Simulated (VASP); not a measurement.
Bi2As:

```
Bi As
1.0
    -1.90624    1.90624    6.20239
     1.90624   -1.90624    6.20239
     1.90624    1.90624   -6.20239
Bi As
2 1
Direct
  0.34000 0.34000 0.00000
  0.66000 0.66000 0.00000
  0.00000 0.00000 0.00000
```

| Property | Result |
| --- | --- |
| Program | VASP 6.6.1 |
| Task | relaxation of cell and atoms |
| Functional | PBE |
| Potentials or basis | VASP PAW PBE potentials, release 64 (Bi_d, As) |
| Cutoff | 600 eV |
| k mesh | 6 × 6 × 6 |
| Occupations | gaussian, width 0.1 eV |
| Spin | no spin polarisation |

At the start: pressure -4.5 GPa; volume 30.05 Å³/atom.

Q: How do energy, volume and symmetry change on relaxing?

A: Over 8 steps the energy falls by 113.5 meV/atom and the volume is 27.78 Å³/atom (-7.6 %); space group I4/mmm (No. 139, to 0.1 Å) before and after.

The path:
| step | energy change (eV) | largest force (eV/Å) | pressure (GPa) | volume (Å³) |
| --- | --- | --- | --- | --- |
| 1 | 0.0000 | 0.6600 | -4.54 | 90.15 |
| 2 | -0.1751 | 0.7002 | 1.84 | 79.47 |
| 3 | -0.1785 | 0.7098 | 0.89 | 80.60 |
| 4 | -0.2363 | 0.5699 | 0.89 | 80.55 |
| 5 | -0.3182 | 0.0076 | 2.03 | 80.31 |
| 6 | -0.3176 | 0.0860 | -1.94 | 86.61 |
| 7 | -0.3366 | 0.0354 | -0.08 | 83.34 |
| 8 | -0.3405 | 0.0225 | -0.04 | 83.34 |

Final structure:
```xyz
3
Lattice="-1.9028 1.9028 5.7547 1.9028 -1.9028 5.7547 1.9028 1.9028 -5.7547" Properties=species:S:1:pos:R:3 pbc="T T T"
Bi    1.9028    1.9028   -1.6398
Bi    0.0000    0.0000    7.3946
As    0.0000    0.0000    0.0000
```
